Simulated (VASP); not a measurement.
Runs of VASP 6.6.1 on Ir. The structure is that of space group Fm-3m (No. 225), or close to it. The cells are those of the table. 

```csv
cell,gap on the mesh (eV),pressure (GPa)
"a = 2.735, b = 2.735, c = 2.715 Å, angles 60.2, 60.2, 59.5°, 1 atom",none,(a)
"a = 2.654, b = 2.654, c = 2.715 Å, angles 59.2, 59.2, 61.5°, 1 atom",none,(c)
"a = 2.777, b = 2.777, c = 2.715 Å, angles 60.7, 60.7, 58.5°, 1 atom",none,(b)
"a = 2.787, b = 2.787, c = 2.715 Å, angles 60.9, 60.9, 58.3°, 1 atom",none,-18.1
"a = 2.797, b = 2.797, c = 2.715 Å, angles 61.0, 61.0, 58.1°, 1 atom",none,-20.1
"a = 2.756, b = 2.756, c = 2.715 Å, angles 60.5, 60.5, 59.0°, 1 atom",none,-12.0
"a = 2.674, b = 2.674, c = 2.715 Å, angles 59.5, 59.5, 61.0°, 1 atom",none,11.1
"a = 2.695, b = 2.695, c = 2.715 Å, angles 59.8, 59.8, 60.5°, 1 atom",none,4.4
```

Alike in all rows: task single point; level PBEsol; potentials or basis VASP PAW PBE potentials, release 64 (Ir); no spin polarisation; k mesh 22 × 22 × 22; cutoff (eV) 520; smearing gaussian 0.15 eV.

Problem. Estimate the missing entries.

Solution. (a) -7.2; (b) -16.2; (c) 18.6.

Caveats: the PAW data sets were made with another functional, which shifts forces and pressure a little; spin-orbit coupling is left out, which moves the levels of the heavy elements; the cell stands under tension (at least some runs); the cell stands under pressure (at least some runs).

A k mesh can miss the band edges, and the runs leave out spin-orbit coupling on Ir.

A gap of «none» marks levels without a gap at the run's occupations.
